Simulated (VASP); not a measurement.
# ZnS (P6_3mc) in VASP: notebook, part 2 of 2

VASP 6.6.1. The steps go on from the part before.

### 4 Single point, r2SCAN (21.53 Å³/atom)

This run uses another cell than the first one, of 21.53 Å³/atom.

POSCAR

```
ZnS
1.0
    3.9329005219      0.0000000000      0.0000000000
   -1.9664502610      3.4059917625      0.0000000000
    0.0000000000      0.0000000000     25.7131263552
Zn S
8 8
Direct
    0.0000000000      0.0000000000      0.0000322154
    0.0000000000      0.0000000000      0.5000322154
    0.3333333333      0.6666666667      0.1249373600
    0.6666666667      0.3333333333      0.6249373600
    0.3333333333      0.6666666667      0.3751473872
    0.6666666667      0.3333333333      0.8751473872
    0.3333333333      0.6666666667      0.7500376034
    0.6666666667      0.3333333333      0.2500376034
    0.0000000000      0.0000000000      0.0937272802
    0.0000000000      0.0000000000      0.5937272802
    0.3333333333      0.6666666667      0.2186228992
    0.6666666667      0.3333333333      0.7186228992
    0.3333333333      0.6666666667      0.4688137861
    0.6666666667      0.3333333333      0.9688137861
    0.3333333333      0.6666666667      0.8438814685
    0.6666666667      0.3333333333      0.3438814685
```

INCAR.step1

```
SYSTEM = ZnS
PREC     = Accurate       ! precision mode
ENCUT    = 520            ! plane-wave cutoff, eV
ISMEAR   = 0              ! smearing method
SIGMA    = 0.02           ! smearing width, eV
LREAL    = Auto         
LASPH    = .TRUE.         ! aspherical terms in the spheres
NELM     = 100            ! most SCF steps
NBANDS   = 86             ! bands
GGA      = PE             ! functional
ALGO     = Normal         ! electronic algorithm
EDIFF    = 1E-4           ! SCF threshold, eV
LWAVE    = .TRUE.         ! write WAVECAR
LCHARG   = .FALSE.        ! write CHGCAR
```

INCAR.step2

```
SYSTEM = ZnS
PREC     = Accurate       ! precision mode
ENCUT    = 520            ! plane-wave cutoff, eV
EDIFF    = 1E-7           ! SCF threshold, eV
ISMEAR   = 0              ! smearing method
SIGMA    = 0.02           ! smearing width, eV
LREAL    = Auto         
LASPH    = .TRUE.         ! aspherical terms in the spheres
NELM     = 100            ! most SCF steps
ALGO     = Normal         ! electronic algorithm
ISIF     = 2              ! what is computed and relaxed
LWAVE    = .FALSE.        ! write WAVECAR
LCHARG   = .FALSE.        ! write CHGCAR
METAGGA  = R2SCAN         ! meta-GGA
LMIXTAU  = .TRUE.       
NBANDS   = 86             ! bands
ISTART   = 1
```

KPOINTS

```
Automatic mesh
0
G
  6 6 1
  0 0 0
```

On the command line:

```bash
cat potpaw_PBE.64/Zn/POTCAR potpaw_PBE.64/S/POTCAR > POTCAR
cp INCAR.step1 INCAR
mpirun -np 1 vasp_std > vasp.out
cp INCAR.step2 INCAR
mpirun -np 1 vasp_std > vasp.out
```

Run time: 21 min. Hardware: 1 thread of AMD EPYC 7R13 (Zen 3), shared host; peak memory 0.5 GiB.

It converged, with:

- Free energy: -150.2697 eV
- Pressure: -6.1 GPa
- Largest force: 0.009 eV/Å
- Band gap on the k mesh: 2.29 eV

Forces in eV/Å, atoms in the order of the input:
```
Zn   0.000  0.000 -0.002
Zn   0.000  0.000 -0.002
Zn   0.000  0.000 -0.008
Zn   0.000  0.000 -0.008
Zn   0.000  0.000 -0.004
Zn   0.000  0.000 -0.004
Zn   0.000  0.000 -0.005
Zn   0.000  0.000 -0.005
S    0.000  0.000  0.002
S    0.000  0.000  0.002
S    0.000  0.000  0.009
S    0.000  0.000  0.009
S    0.000  0.000  0.003
S    0.000  0.000  0.003
S    0.000  0.000  0.005
S    0.000  0.000  0.005
```

Levels at points of the mesh, in eV from the valence-band top:
```tsv
k point	band 68	band 69	band 70	band 71	band 72	band 73	band 74	band 75	band 76	band 77
(0.00, 0.00, 0.00)	-0.12	-0.12	-0.02	0.00	0.00	2.29	3.07	3.14	3.56	3.61
(0.50, 0.00, 0.00)	-1.13	-0.97	-0.97	-0.89	-0.77	3.67	3.78	4.10	4.26	4.27
```

Caveat: the cell stands under tension; the PAW data sets were made with another functional, which shifts forces and pressure a little.

### 5 Relaxation of shape and atoms at fixed volume, r2SCAN (18.40 Å³/atom)

This run uses another cell than the first one, of 18.40 Å³/atom.

Changes to POSCAR since step 4:

```diff
@@ -2,5 +2,5 @@
 1.0
-    3.9329005219      0.0000000000      0.0000000000
-   -1.9664502610      3.4059917625      0.0000000000
-    0.0000000000      0.0000000000     25.7131263552
+    3.7321407829      0.0000000000      0.0000000000
+   -1.8660703915      3.2321287284      0.0000000000
+    0.0000000000      0.0000000000     24.4005682297
 Zn S
```

INCAR.step1

```
SYSTEM = ZnS
  PREC = Accurate
  ENCUT = 600
  ISMEAR = 0
  SIGMA = 0.02
  LREAL = Auto
  LASPH = .TRUE.
  NELM = 60
  GGA = PE
  ALGO = Normal
  EDIFF = 1E-4
  LWAVE = .TRUE.
  LCHARG = .FALSE.
```

INCAR.step2

```
SYSTEM = ZnS
  PREC = Accurate
  ENCUT = 600
  EDIFF = 1E-7
  ISMEAR = 0
  SIGMA = 0.02
  LREAL = Auto
  LASPH = .TRUE.
  NELM = 60
  ALGO = Normal
  ISIF = 4
  LWAVE = .FALSE.
  LCHARG = .FALSE.
  METAGGA = R2SCAN
  LMIXTAU = .TRUE.
  IBRION = 2
  NSW = 50
  EDIFFG = -0.01
  ISTART = 1
```

KPOINTS is that of step 4.

On the command line:

```bash
cat potpaw_PBE.64/Zn/POTCAR potpaw_PBE.64/S/POTCAR > POTCAR
cp INCAR.step1 INCAR
mpirun -np 1 vasp_std > vasp.out
cp INCAR.step2 INCAR
mpirun -np 1 vasp_std > vasp.out
```

Run time: 38 min. Hardware: 1 thread of Oxide Virtual Turin-like, shared host; peak memory 0.54 GiB.

The run converged. Its results:

| Item | Value |
| --- | --- |
| Free energy | -150.6184 eV |
| Energy gained by relaxing | 0.0 meV/atom |
| Ionic steps | 2 |
| Pressure after relaxing | 5.6 GPa |
| Largest force after relaxing | 0.005 eV/Å |
| Band gap on the k mesh | 3.03 eV |

Forces in eV/Å, atoms in the order of the input:
```
Zn   0.000  0.000  0.003
Zn   0.000  0.000  0.003
Zn   0.000  0.000  0.001
Zn   0.000  0.000  0.001
Zn   0.000  0.000  0.005
Zn   0.000  0.000  0.005
Zn   0.000  0.000  0.001
Zn   0.000  0.000  0.001
S    0.000  0.000 -0.003
S    0.000  0.000 -0.003
S    0.000  0.000 -0.005
S    0.000  0.000 -0.005
S    0.000  0.000  0.001
S    0.000  0.000  0.001
S    0.000  0.000 -0.003
S    0.000  0.000 -0.003
```

Final structure:
```cif
data_structure
_symmetry_space_group_name_H-M 'P 1'
_symmetry_Int_Tables_number 1
_cell_length_a 3.7322
_cell_length_b 3.7322
_cell_length_c 24.3996
_cell_angle_alpha 90.000
_cell_angle_beta 90.000
_cell_angle_gamma 120.000
_cell_volume 294.34
loop_
_atom_site_label
_atom_site_type_symbol
_atom_site_fract_x
_atom_site_fract_y
_atom_site_fract_z
_atom_site_occupancy
Zn1 Zn 0.00000 0.00000 0.00005 1
Zn2 Zn 0.00000 0.00000 0.50005 1
Zn3 Zn 0.33333 0.66667 0.12495 1
Zn4 Zn 0.66667 0.33333 0.62495 1
Zn5 Zn 0.33333 0.66667 0.37518 1
Zn6 Zn 0.66667 0.33333 0.87518 1
Zn7 Zn 0.33333 0.66667 0.75005 1
Zn8 Zn 0.66667 0.33333 0.25005 1
S1 S 0.00000 0.00000 0.09371 1
S2 S 0.00000 0.00000 0.59371 1
S3 S 0.33333 0.66667 0.21860 1
S4 S 0.66667 0.33333 0.71860 1
S5 S 0.33333 0.66667 0.46880 1
S6 S 0.66667 0.33333 0.96880 1
S7 S 0.33333 0.66667 0.84386 1
S8 S 0.66667 0.33333 0.34386 1
```

Levels at points of the mesh, in eV from the valence-band top:
```
           k point  band 69  band 70  band 71  band 72  band 73  band 74  band 75  band 76
(0.00, 0.00, 0.00)    -0.16    -0.02     0.00     0.00     3.03     3.78     3.87     3.88
(0.50, 0.00, 0.00)    -1.27    -1.26    -1.17    -1.00     3.65     3.72     4.12     4.14
```

Caveat: the PAW data sets were made with another functional, which shifts forces and pressure a little.

### 6 Summary

| task | cell | cutoff (eV) | gap on the mesh (eV) | pressure (GPa) | largest force (eV/Å) |
| --- | --- | --- | --- | --- | --- |
| single point | a = 3.848, b = 3.848, c = 25.156 Å, angles 90.0, 90.0, 120.0°, 16 atoms | 520 | 2.59 | -2.1 | 0.01 |
| single point | a = 3.885, b = 3.885, c = 25.398 Å, angles 90.0, 90.0, 120.0°, 16 atoms | 520 | 2.46 | -4.0 | 0.02 |
| single point | a = 3.933, b = 3.933, c = 25.713 Å, angles 90.0, 90.0, 120.0°, 16 atoms | 520 | 2.29 | -6.1 | 0.01 |
| relaxation of shape and atoms at fixed volume | relaxed from a = 3.732, b = 3.732, c = 24.401 Å, angles 90.0, 90.0, 120.0°, 16 atoms | 600 | 3.03 | 5.6 | 0.01 |

Alike in all rows: level r2SCAN; potentials or basis VASP PAW PBE potentials, release 64 (Zn, S); no spin polarisation; k mesh 6 × 6 × 1; smearing gaussian 0.02 eV.

Caveats: the PAW data sets were made with another functional, which shifts forces and pressure a little; the cell stands under tension (at least some runs).

Total energies depend on the potentials used, so only differences within one code and one set of settings carry meaning.
